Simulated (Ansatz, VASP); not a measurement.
# Two plane-wave programs on C

```
C
1.0
     0.00000    1.71206    1.78340
     1.71206    0.00000    1.78340
     1.71206    1.71206    0.00000
C
2
Direct
  0.50000 0.50000 0.50000
  0.75000 0.75000 0.75000
```

Change from the starting cell: strain -0.040 along x and y, +0.000 along z, atoms carried along.

Alike in both runs: task single point; functional PBE; k mesh 12 × 12 × 12; occupations gaussian, width 0.05 eV; no spin polarisation.

|  | VASP | Ansatz |
| --- | --- | --- |
| version | VASP 6.6.1 | Ansatz 0.2.0 |
| potentials or method | VASP PAW PBE potentials, release 64 (C), cutoff 520 eV | scalar-relativistic, plane waves, PAW |
| valence electrons in the cell | 8 | 8 |

Ansatz gave:

| Property | Result |
| --- | --- |
| gap on the k mesh at the Fermi level (eV) | 3.81 |
| least direct gap on the mesh (eV) | 5.44 |
| pressure (GPa) | 43.4 |
| traceless stress, the component that is largest in VASP (GPa) | -28.76 |

Question: Which values does VASP return?

Answer: gap on the k mesh at the Fermi level (eV): 3.80; least direct gap on the mesh (eV): 5.43; pressure (GPa): 44.4; traceless stress, the component that is largest in VASP (GPa): -28.72.

Both programs put the cell under a high pressure, so it lies far from rest at this level.
